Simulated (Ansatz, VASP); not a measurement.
# Two plane-wave programs on HgTe

Contents of INCAR:

```
SYSTEM = HgTe
ALGO = Normal ; EDIFF = 1E-6
ENCUT = 520 ; GGA = PE
ISIF = 2 ; ISMEAR = -1
LASPH = .True. ; LCHARG = .False.
LREAL = .False. ; LWAVE = .False.
NBANDS = 16 ; NELM = 80
PREC = Accurate ; SIGMA = 0.02
```

KPOINTS

```
k-points
0
Gamma
  6 6 6
  0 0 0
```

Contents of POSCAR:

```
HgTe
1.0
    0.0000000000      3.3598747875      3.1824911740
    3.3598747875      0.0000000000      3.1824911740
    3.3598747875      3.3598747875      0.0000000000
Hg Te
1 1
Direct
    0.0000000000      0.0000000000      0.0000000000
    0.2500000000      0.2500000000      0.2500000000
```

Input for Ansatz:

```yaml
crystal:
  lattice:
    - [0.0, 3.3598747875, 3.182491174]
    - [3.3598747875, 0.0, 3.182491174]
    - [3.3598747875, 3.3598747875, 0.0]
  atoms:
    - { symbol: Hg, position: [0.0, 0.0, 0.0] }
    - { symbol: Te, position: [0.25, 0.25, 0.25] }
kpoints:
  mp_grid: { grid: [6, 6, 6] }
  band_path:
    path:
      - [0.0, 0.0, 0.0]
      - [-0.5, -0.5, 0.0]
      - [-0.375, -0.375, 0.25]
      - [-0.375, 0.0, 0.375]
      - [0.0, 0.0, 0.5]
      - [-0.5, -0.25, 0.25]
      - [-0.029948, 0.0, -0.029948]
    npoints: 1
hamiltonian:
  xc: pbe
scf:
  occupations: { method: fermi_dirac, width: 0.02 }
  n_extra_bands: 4
output:
  forces: true
  stress: true
  eigenvalues: true
```

Change from the starting cell: epitaxial_xy strain +2.1%.

Alike in both runs: task single point; functional PBE; k mesh 6 × 6 × 6; occupations fermi-dirac, width 0.02 eV; no spin polarisation.

|  | VASP | Ansatz |
| --- | --- | --- |
| version | VASP 6.6.1 | Ansatz 0.2.0 |
| potentials or method | VASP PAW PBE potentials, release 64 (Hg, Te) | plane waves, PAW |
| plane-wave cutoff (eV) | 520 | 420 |
| valence electrons in the cell | 18 | 36 |

|  | VASP | Ansatz | Ansatz less VASP |
| --- | --- | --- | --- |
| pressure (GPa) | 0.9 | 0.9 | -0.05 |
| traceless stress, the component that is largest in VASP (GPa) | 0.44 | 0.44 | +0.001 |

VASP's potentials hold 18 valence electrons a cell and Ansatz's 36, so a difference there can come from the potentials and not from the codes.

Neither program's run includes spin-orbit coupling.
